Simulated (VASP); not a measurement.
Crystal: Be3V.

```
Be V
1.0
     0.00000    2.66838    2.66838
     2.66838    0.00000    2.66838
     2.66838    2.66838    0.00000
Be V
3 1
Direct
  0.25000 0.25000 0.25000
  0.75000 0.75000 0.75000
  0.50000 0.50000 0.50000
  0.00000 0.00000 0.00000
```

Base run:

- Program: VASP 6.6.1
- Functional: r2SCAN
- Potentials or basis: VASP PAW PBE potentials, release 64 (Be, V_sv)
- Cutoff: 520 eV
- k mesh: 14 × 14 × 14
- Occupations: gaussian, width 0.1 eV
- Spin: no spin polarisation

Its results: pressure -1.8 GPa.

Question: The run is repeated on the same cell with these changes: functional from r2SCAN to PBE; further incar settings from ALGO = Normal; EDIFF = 1e-07; NBANDS = 18 to ALGO = Normal; EDIFF = 1e-06; NBANDS = 18. What comes out?

Answer: Pressure -1.0 GPa.

Caveats: the PAW data sets were made with another functional, which shifts forces and pressure a little (some runs).
